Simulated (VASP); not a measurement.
The system is AlCo3.

```xyz
4
Lattice="3.5749 0.0000 0.0000 0.0000 3.5749 0.0000 0.0000 0.0000 3.5749" Properties=species:S:1:pos:R:3 pbc="T T T"
Al    0.0000    0.0000    0.0000
Co    1.7875    1.7875    0.0000
Co    1.7875    0.0000    1.7875
Co    0.0000    1.7875    1.7875
```

Base run:

```yaml
Program: VASP 6.6.1
Functional: PBEsol
Potentials_or_basis: VASP PAW PBE potentials, release 64 (Al, Co)
Cutoff: 520 eV
k_mesh: 12 × 12 × 12
Occupations: fermi-dirac, width 0.5 eV
Spin: collinear spin, ferromagnetic start
Starting_moments: "[0.0, 1.48, 1.48, 1.48] μB"
```

Its results: pressure -4.9 GPa; net moment 0.00 μB per cell.

The run is repeated on the same cell with these changes: occupations from fermi-dirac, width 0.5 eV to methfessel-paxton, width 0.05 eV; further incar settings from ALGO = Fast; EDIFF = 1e-06; NBANDS = 27 to ALGO = Normal; EDIFF = 1e-06; NBANDS = 27. What comes out?

Pressure -7.6 GPa; net moment 3.88 μB per cell; site moments Al -0.04; Co +1.33 μB.

Caveats: the PAW data sets were made with another functional, which shifts forces and pressure a little.
